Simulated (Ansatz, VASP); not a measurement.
## Si4O7: VASP beside Ansatz

```
Si O
1.0
     0.00000    4.15486   -2.66143
     0.00000   -4.15486   -2.66143
    -4.15486    0.00000    2.66143
Si O
4 7
Direct
  0.25000 0.75000 0.50000
  0.75000 0.25000 0.50000
  0.00000 0.00000 0.00000
  0.50000 0.50000 0.00000
  0.00000 0.30556 0.30556
  0.55556 0.75000 0.80556
  0.05556 0.25000 0.80556
  0.00000 0.69444 0.69444
  0.45745 0.24304 0.70050
  0.94444 0.75000 0.19444
  0.44444 0.25000 0.19444
```

Change from the starting cell: O vacancy; atom 9 moved -0.125 of the way to it and -0.250 Å across, host rigid.

Alike in both runs: task single point; functional LDA; k mesh 6 × 6 × 6; occupations gaussian, width 0.05 eV; no spin polarisation.

|  | VASP | Ansatz |
| --- | --- | --- |
| version | VASP 6.6.1 | Ansatz 0.2.0 |
| potentials or method | VASP PAW LDA potentials, release 64 (Si, O), cutoff 520 eV | scalar-relativistic, plane waves, PAW |
| valence electrons in the cell | 58 | 58 |

|  | VASP | Ansatz | Ansatz less VASP |
| --- | --- | --- | --- |
| gap on the k mesh at the Fermi level (eV) | 2.11 | 2.12 | +0.007 |
| least direct gap on the mesh (eV) | 2.57 | 2.58 | +0.007 |
| pressure (GPa) | 3.9 | 2.9 | -0.93 |
| traceless stress, the component that is largest in VASP (GPa) | -6.33 | -6.70 | -0.374 |
| rms of the force components (eV/Å) | 1.992 | 1.959 | -0.0334 |

Ansatz warns that its potentials were made for another functional, while VASP's fit it. LDA's correlation is that of Perdew and Zunger in VASP and of Perdew and Wang (1992) in Ansatz. Atom by atom the forces differ by 0.041 eV/Å (rms over components).
